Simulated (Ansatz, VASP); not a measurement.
# AgBr in VASP and in Ansatz

File INCAR:

```
SYSTEM = AgBr
PREC = Accurate
ENCUT = 500
EDIFF = 1E-6
ISMEAR = 0
SIGMA = 0.01
LREAL = .False.
LASPH = .True.
NELM = 120
ALGO = Normal
ISIF = 2
LWAVE = .False.
LCHARG = .False.
GGA = RP
IVDW = 12
NBANDS = 16
GGA_COMPAT = .False.
```

File KPOINTS:

```
regular mesh
0
Gamma
  6 6 6
  0 0 0
```

File POSCAR:

```
AgBr
1.0
    0.0000000000      2.8701500000      2.8701500000
    2.8701500000      0.0000000000      2.8701500000
    2.8701500000      2.8701500000      0.0000000000
Ag Br
1 1
Direct
    0.0000000000      0.0000000000      0.0000000000
    0.5017420692      0.4982579308      0.5017420692
```

Input for Ansatz:

```yaml
crystal:
  lattice:
    - [0.0, 2.87015, 2.87015]
    - [2.87015, 0.0, 2.87015]
    - [2.87015, 2.87015, 0.0]
  atoms:
    - { symbol: Ag, position: [0.0, 0.0, 0.0] }
    - { symbol: Br, position: [0.5017420692298312, 0.49825793077016883, 0.5017420692298312] }
accuracy: medium
kpoints:
  mp_grid:
    grid: [6, 6, 6]
    shift: [0.0, 0.0, 0.0]
hamiltonian:
  xc: rpbe
  dispersion: d3bj
  pseudopotentials:
    kind: nc
scf:
  occupations:
    method: fixed
output:
  polarization: {}
```

Alike in both runs: task single point; functional RPBE; dispersion D3(BJ); k mesh 6 × 6 × 6; no spin polarisation.

```csv
,VASP,Ansatz
version,VASP 6.6.1,Ansatz 0.2.0
potentials or method,"VASP PAW PBE potentials, release 64 (Ag, Br)","plane waves, norm-conserving potentials"
plane-wave cutoff (eV),500,960
occupations,"gaussian, width 0.01 eV",fixed
valence electrons in the cell,18,26
```

```csv
,VASP,Ansatz,Ansatz less VASP
gap on the k mesh at the Fermi level (eV),0.84,0.84,+0.004
```

VASP's potentials were made for PBE, not for RPBE. VASP's potentials hold 18 valence electrons a cell and Ansatz's 26, so a difference there can come from the potentials and not from the codes.
